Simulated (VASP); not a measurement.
A run of VASP 6.6.1 is set up as follows.

INCAR

```
SYSTEM = Zn
  PREC = Accurate
  ENCUT = 520
  EDIFF = 1E-6
  ISMEAR = 0
  SIGMA = 0.15
  LREAL = .False.
  LASPH = .True.
  NELM = 60
  ALGO = Fast
  ISIF = 2
  LWAVE = .False.
  LCHARG = .False.
  GGA = PE
  NBANDS = 12
```

File KPOINTS:

```
regular mesh
0
Gamma
  22 22 22
  0 0 0
```

POSCAR

```
Zn
1.0
    1.2791556964      2.8634456351      2.8634456351
    2.8634456351      1.2791556964      2.8634456351
    2.8634456351      2.8634456351      1.2791556964
Zn
1
Direct
    0.0000000000      0.0000000000      0.0000000000
```

Potentials or basis: VASP PAW PBE potentials, release 64 (Zn).

Command:

```console
$ cat potpaw_PBE.64/Zn/POTCAR > POTCAR
$ mpirun -np 1 vasp_std > vasp.out
```

Question: Predict the pressure.

Answer: 37.1 GPa.

Question: Estimate the band gap on the k mesh.

Answer: Zero (bands 6 and 7 overlap by 7.06 eV).

Stress tensor (GPa, compression positive):
```
 37.06 -19.90 -19.90
-19.90  37.06 -19.90
-19.90 -19.90  37.06
```

Caveat: the cell stands under pressure.
